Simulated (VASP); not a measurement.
Set up this calculation in VASP 6.6.1, as the native input.

| Item | Value |
| --- | --- |
| Task | single point |
| Functional | PBE |
| Potentials or basis | VASP PAW PBE potentials, release 64 (Na_pv) |
| Cutoff | 520 eV |
| k mesh | 14 × 14 × 14 |
| Occupations | gaussian, width 0.1 eV |
| Spin | no spin polarisation |
| Dipole correction | no |
| Further INCAR settings | ALGO = Normal; EDIFF = 1e-07; NBANDS = 10 |

The structure of Na lies in POSCAR:

```
Na
1.0
   -2.1410000000      2.1410000000      2.1410000000
    2.1410000000     -2.1410000000      2.1410000000
    2.1410000000      2.1410000000     -2.1410000000
Na
1
Direct
    0.0000000000      0.0000000000      0.0000000000
```

These files were run (other wordings do the same):

INCAR

```
SYSTEM = Na
PREC = Accurate
ENCUT = 520
EDIFF = 1E-7
ISMEAR = 0
SIGMA = 0.1
LREAL = .False.
LASPH = .True.
NELM = 60
ALGO = Normal
ISIF = 2
LWAVE = .False.
LCHARG = .False.
GGA = PE
NBANDS = 10
```

KPOINTS

```
Automatic mesh
0
Gamma
  14 14 14
  0 0 0
```

Potentials or basis: VASP PAW PBE potentials, release 64 (Na_pv).

Launch:

```console
$ cat potpaw_PBE.64/Na_pv/POTCAR > POTCAR
$ mpirun -np 1 vasp_std > vasp.out
```

It gave:

| Item | Value |
| --- | --- |
| Pressure | -0.4 GPa |

It took 21 s on 1 thread of Intel(R) Xeon(R) Platinum 8375C CPU @ 2.90GHz (Ice Lake) (shared host), peak memory 0.16 GiB.
